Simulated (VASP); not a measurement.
# Zr (I4_1/amd) in VASP: a series of runs

The runs below take Zr through single point, relaxation of shape and atoms at fixed volume, with PBE.

All numbers are computed with VASP 6.6.1; they aren't measurements. Logs are shortened: lines on timing, memory, paths and dates and some standing lists are left out, and cuts for length are marked.

## 1. The cell of the first run

It takes space group I4_1/amd (No. 141, tetragonal). Conventional cell: a = 5.553 Å, b = 5.553 Å, c = 3.062 Å, α = 90.00°, β = 90.00°, γ = 90.00°. Within 3.8 Å of Zr (site symmetry -4m2) lie 10 Zr at 2.88 to 3.60 Å.

## 2. Single point, PBE

The input, INCAR:

```
  PREC = Accurate
  ENCUT = 500
  EDIFF = 1E-6
  ISMEAR = -1
  SIGMA = 0.1
  LREAL = F
  LASPH = T
  NELM = 120
  ALGO = Normal
  ISIF = 2
  LWAVE = F
  LCHARG = F
  GGA = PE
  NBANDS = 19
  GGA_COMPAT = F
```

The input, KPOINTS:

```
Automatic mesh
0
Gamma
  14 14 14
```

The input, POSCAR:

```
Zr
1.0
   -2.7766937677      2.7766937677      1.5307664661
    2.7766937677     -2.7766937677      1.5307664661
    2.7766937677      2.7766937677     -1.5307664661
Zr
2
Direct
   -0.3750000000     -0.1250000000     -0.2500000000
    0.3750000000      0.1250000000      0.2500000000
```

Potentials or basis: VASP PAW PBE potentials, release 64 (Zr_sv).

Run with:

```
cat potpaw_PBE.64/Zr_sv/POTCAR > POTCAR
mpirun -np 1 vasp_std > vasp.out
```

OUTCAR:

```text
PREC = Accurate
   ENCUT = 500
   EDIFF = 1E-6
   ISMEAR = -1
   LREAL = F
   LASPH = T
   NELM = 120
   ISIF = 2
   GGA = PE

 ion  position               nearest neighbor table
   1  0.625  0.875  0.750-   2 2.88   2 2.88   2 2.88   2 2.88   2 3.60   2 3.60   2 3.60   2 3.60

   2  0.375  0.125  0.250-   1 2.88   1 2.88   1 2.88   1 2.88   1 3.60   1 3.60   1 3.60   1 3.60

  LATTYP: Found a body centered tetragonal cell.
 ALAT       =     5.5533875354
 C/A-ratio  =     0.5512910656

  Lattice vectors:

 A1 = (  -2.7766937677,   2.7766937677,   1.5307664661)
 A2 = (   2.7766937677,  -2.7766937677,   1.5307664661)
 A3 = (   2.7766937677,   2.7766937677,  -1.5307664661)

Analysis of symmetry for initial positions (statically):
=====================================================================
 Subroutine PRICEL returns:
 Original cell was already a primitive cell.

 Routine SETGRP: Setting up the symmetry group for a
 body centered tetragonal supercell.

 Subroutine GETGRP returns: Found 16 space group operations
 (whereof  4 operations were pure point group operations)
 out of a pool of 16 trial point group operations.

The static configuration has the point symmetry C_2h.
 The point group associated with its full space group is D_4h.

Analysis of symmetry for dynamics (positions and initial velocities):
=====================================================================
 Subroutine PRICEL returns:
 Original cell was already a primitive cell.

 Routine SETGRP: Setting up the symmetry group for a
 body centered tetragonal supercell.

 Subroutine GETGRP returns: Found 16 space group operations
 (whereof  4 operations were pure point group operations)
 out of a pool of 16 trial point group operations.

The dynamic configuration has the point symmetry C_2h.
 The point group associated with its full space group is D_4h.

 Subroutine INISYM returns: Found 16 space group operations
 (whereof  4 operations are pure point group operations),
 and found     1 'primitive' translations

----------------------------------------------------------------------------------------

                                     Primitive cell

  volume of cell :      47.2090

  direct lattice vectors                    reciprocal lattice vectors
    -2.776693768  2.776693768  1.530766466     0.000000000  0.180070271  0.326633756
     2.776693768 -2.776693768  1.530766466     0.180070271  0.000000000  0.326633756
     2.776693768  2.776693768 -1.530766466     0.180070271  0.180070271  0.000000000

  length of vectors
     4.214653311  4.214653311  4.214653311     0.372981116  0.372981116  0.254657820

  position of ions in fractional coordinates (direct lattice)
     0.625000000  0.875000000  0.750000000
     0.375000000  0.125000000  0.250000000

  ion indices of the primitive-cell ions
   primitive index   ion index
                 1           1
                 2           2

----------------------------------------------------------------------------------------

 KPOINTS: Automatic mesh

Automatic generation of k-mesh.
 Grid dimensions read from file:
 generate k-points for:   14   14   14

 Generating k-lattice:

  Cartesian coordinates                     Fractional coordinates (reciprocal lattice)
     0.000000000  0.012862162  0.023330983     0.071428571 -0.000000000  0.000000000
     0.012862162  0.000000000  0.023330983    -0.000000000  0.071428571  0.000000000
     0.012862162  0.012862162  0.000000000     0.000000000  0.000000000  0.071428571

  Length of vectors
     0.026641508  0.026641508  0.018189844

  Shift w.r.t. Gamma in fractional coordinates (k-lattice)
     0.000000000  0.000000000  0.000000000

 Subroutine IBZKPT returns following result:
 ===========================================

 Found    244 irreducible k-points:

 Following reciprocal coordinates:
            Coordinates               Weight
  0.000000  0.000000  0.000000      1.000000
  0.071429  0.000000 -0.000000      8.000000
  0.142857  0.000000 -0.000000      8.000000
  0.214286  0.000000  0.000000      8.000000
  0.285714  0.000000 -0.000000      8.000000
  0.357143  0.000000 -0.000000      8.000000
[... 16 lines left out ...]
  0.214286  0.142857  0.000000     16.000000
  0.285714  0.142857 -0.000000     16.000000
 [... further k-points ...]
   k-points           NKPTS =    244   k-points in BZ     NKDIM =    244   number of bands    NBANDS=     19
   number of dos      NEDOS =    301   number of ions     NIONS =      2
   total plane-waves  NPLWV =  32768
   dimension x,y,z NGX =    32 NGY =   32 NGZ =   32
   dimension x,y,z NGXF=    64 NGYF=   64 NGZF=   64
   ions per type =               2
   NGX,Y,Z   is equivalent  to a cutoff of  12.62, 12.62, 12.62 a.u.
   NGXF,Y,Z  is equivalent  to a cutoff of  25.24, 25.24, 25.24 a.u.
 SYSTEM =  unknown system
   PREC   = accura    normal or accurate (medium, high low for compatibility)
   ISTART =      0    job   : 0-new  1-cont  2-samecut
   ICHARG =      2    charge: 1-file 2-atom 10-const
   ISPIN  =      1    spin polarized calculation?
   LNONCOLLINEAR =      F non collinear calculations
   LSORBIT =      F    spin-orbit coupling
   LASPH  =      T    aspherical Exc in radial PAW
   ENCUT  =  500.0 eV  36.75 Ry    6.06 a.u.   7.68  7.68  7.68*2*pi/ulx,y,z
   NELM   =    120;   NELMIN=  2; NELMDL= -5     # of ELM steps
   EDIFF  = 0.1E-05   stopping-criterion for ELM
   LREAL  =      F    real-space projection
   EDIFFG = 0.1E-04   stopping-criterion for IOM
   NSW    =      0    number of steps for IOM
   IBRION =     -1    ionic relax: 0-MD 1-quasi-New 2-CG
   NFREE  =      0    steps in history (QN), initial steepest desc. (CG)
   ISIF   =      2    stress and relaxation
   ISYM   =      2    0-nonsym 1-usesym 2-fastsym
   POTIM  = 0.5000    time-step for ionic-motion
   TEBEG  =    0.0;   TEEND  =   0.0 temperature during run
   PSTRESS=    0.0 pullay stress
   NELECT =      24.0000    total number of electrons
   NUPDOWN=      -1.0000    fix difference up-down
   EMIN   =  10.00;   EMAX   =-10.00  energy-range for DOS
   EFERMI =   0.00;   METHOD = LEGACY
   ISMEAR =    -1;   SIGMA  =   0.10  broadening in eV -4-tet -1-fermi 0-gaus
   EFERMI_NEDOS =   21; number of points for ismear=-14 and -15
   IALGO  =     38    algorithm
   IMIX   =      4    mixing-type and parameters
     AMIX     =   0.40;   BMIX     =  1.00
     AMIX_MAG =   1.60;   BMIX_MAG =  1.00
  volume/ion in A,a.u.               =      23.60       159.29
  Fermi-wavevector in a.u.,A,eV,Ry     =   1.306583  2.469084 23.227304  1.707159
  Thomas-Fermi vector in A             =   2.437375
   LORBIT       =      0    0 simple, 1 ext, 2 COOP (PROOUT), +10 PAW based schemes
   GGA     = PE    functional components
   LHFCALC =     F    Hartree Fock is set to
   AEXX    =    0.0000 exact exchange contribution
   IVDW    =     0    specifies the selected vdW correction
   LEPSILON=     F    determine dielectric tensor
   LRPA    =     F    only Hartree local field effects (RPA)
 non-spin polarized calculation
  energy-cutoff  :      500.00
  volume of cell :       47.21
 maximum number of plane-waves:      1218
   NGX = 15   NGY = 15   NGZ = 15

 number of electron      24.0000000 magnetization

 Free energy of the ion-electron system (eV)
  ---------------------------------------------------
  ext. energy  EPLUGINS =         0.00000000
  ---------------------------------------------------
  free energy    TOTEN  =       -16.11756160 eV

  energy without entropy =      -16.01725981  energy(sigma->0) =      -16.06741071

 E-fermi :   8.4277     XC(G=0): -10.9686

 val. band max:        8.4276518357   @ k =  -0.0714   0.3571   0.0714
 cond. band min:       8.4481309457   @ k =  -0.4286   0.4286   0.4286
 fundamental gap:      0.0204791100
 Fermi energy:         8.4276956399

 k-point     1 :       0.0000    0.0000    0.0000
  band No.  band energies     occupation
      1     -40.1339      2.00000
      2     -39.8030      2.00000
      3     -18.5991      2.00000
      4     -18.5991      2.00000
      5     -17.5852      2.00000
      6     -17.5690      2.00000
[... 11 lines left out ...]
     18      14.3692      0.00000
     19      14.3869      0.00000

 k-point     2 :       0.0714    0.0000   -0.0000
  band No.  band energies     occupation
      1     -40.1265      2.00000
      2     -39.8027      2.00000
      3     -18.5958      2.00000
      4     -18.5802      2.00000
      5     -17.6341      2.00000
      6     -17.6113      2.00000
[... 11 lines left out ...]
     18      14.2644      0.00000
     19      14.3886      0.00000

 k-point     3 :       0.1429    0.0000   -0.0000
  band No.  band energies     occupation
      1     -40.1053      2.00000
      2     -39.8022      2.00000
      3     -18.5866      2.00000
      4     -18.5280      2.00000
      5     -17.7565      2.00000
      6     -17.7218      2.00000
[... 11 lines left out ...]
     18      14.0585      0.00000
     19      14.5500      0.00000

 k-point     4 :       0.2143    0.0000    0.0000
  band No.  band energies     occupation
      1     -40.0735      2.00000
      2     -39.8023      2.00000
      3     -18.5731      2.00000
      4     -18.4569      2.00000
      5     -17.9288      2.00000
      6     -17.8619      2.00000
[... 11 lines left out ...]
     18      13.7322      0.00000
     19      14.5995      0.00000

 k-point     5 :       0.2857    0.0000   -0.0000
  band No.  band energies     occupation
      1     -40.0363      2.00000
      2     -39.8042      2.00000
      3     -18.5578      2.00000
      4     -18.3996      2.00000
      5     -18.1101      2.00000
      6     -17.9867      2.00000
[... 11 lines left out ...]
     18      13.2811      0.00000
     19      14.4707      0.00000
[... 334 lines left out ...]
      2     -39.8072      2.00000
      3     -18.5887      2.00000
      4     -18.5883      2.00000
      5     -17.6157      2.00000
      6     -17.5676      2.00000
[... 11 lines left out ...]
     18      13.8285      0.00000
     19      14.2016      0.00000

 k-point    22 :       0.1429    0.1429   -0.0000
  band No.  band energies     occupation
      1     -40.0485      2.00000
      2     -39.7920      2.00000
      3     -18.5115      2.00000
      4     -18.4936      2.00000
      5     -18.0616      2.00000
      6     -18.0349      2.00000
[... 11 lines left out ...]
     18      13.6191      0.00000
     19      14.7095      0.00000

 k-point    23 :       0.2143    0.1429    0.0000
  band No.  band energies     occupation
      1     -40.0141      2.00000
      2     -39.7944      2.00000
      3     -18.5199      2.00000
      4     -18.4558      2.00000
      5     -18.1941      2.00000
      6     -18.1513      2.00000
[... 11 lines left out ...]
     18      13.2031      0.00000
     19      14.6730      0.00000

 k-point    24 :       0.2857    0.1429   -0.0000
  band No.  band energies     occupation
      1     -39.9830      2.00000
      2     -39.8032      2.00000
      3     -18.5562      2.00000
      4     -18.4443      2.00000
      5     -18.2954      2.00000
      6     -18.1568      2.00000
[... 11 lines left out ...]
     18      13.7407      0.00000
     19      14.6206      0.00000

 [... further k-points ...]
[... 5 lines left out ...]
  --------------------------------------------------------------------------------------
  -------------------------------------------------------------------------------------
  Total        0.0156521      0.0156521      0.0257165      0.0000000     -0.0000000      0.0000000
  in kB        0.5312019      0.5312019      0.8727667      0.0000000     -0.0000000      0.0000000
  external PRESSURE =       0.6450568 kB  Pullay stress =       0.0000000 kB

 VOLUME and BASIS-vectors are now :
 -----------------------------------------------------------------------------
  energy-cutoff  :      500.00
  volume of cell :       47.21
      direct lattice vectors                 reciprocal lattice vectors
    -2.776693768  2.776693768  1.530766466     0.000000000  0.180070271  0.326633756
     2.776693768 -2.776693768  1.530766466     0.180070271  0.000000000  0.326633756
     2.776693768  2.776693768 -1.530766466     0.180070271  0.180070271  0.000000000

 POSITION                                       TOTAL-FORCE (eV/Angst)
 -----------------------------------------------------------------------------------
      2.77669      1.38835      1.14807         0.000000      0.000000     -0.000000
     -0.00000      1.38835      0.38269        -0.000000     -0.000000      0.000000
 -----------------------------------------------------------------------------------
    total drift:                                0.000000     -0.000000      0.000000

  FREE ENERGIE OF THE ION-ELECTRON SYSTEM (eV)
  ---------------------------------------------------
  free  energy   TOTEN  =       -16.1175616043 eV

  energy  without entropy=      -16.0172598082  energy(sigma->0) =      -16.06741071
```

It took 2.7 min on 1 thread of Intel Xeon Platinum 8375C at 2.90GHz (Ice Lake), shared host; peak memory 0.29 GiB.

What came out:

| Item | Value |
| --- | --- |
| Free energy | -16.1176 eV |
| Pressure | 0.1 GPa |
| Band gap on the k mesh | zero (bands 12 and 13 overlap by 0.83 eV) |

(Part 1 of 2 ends here.)
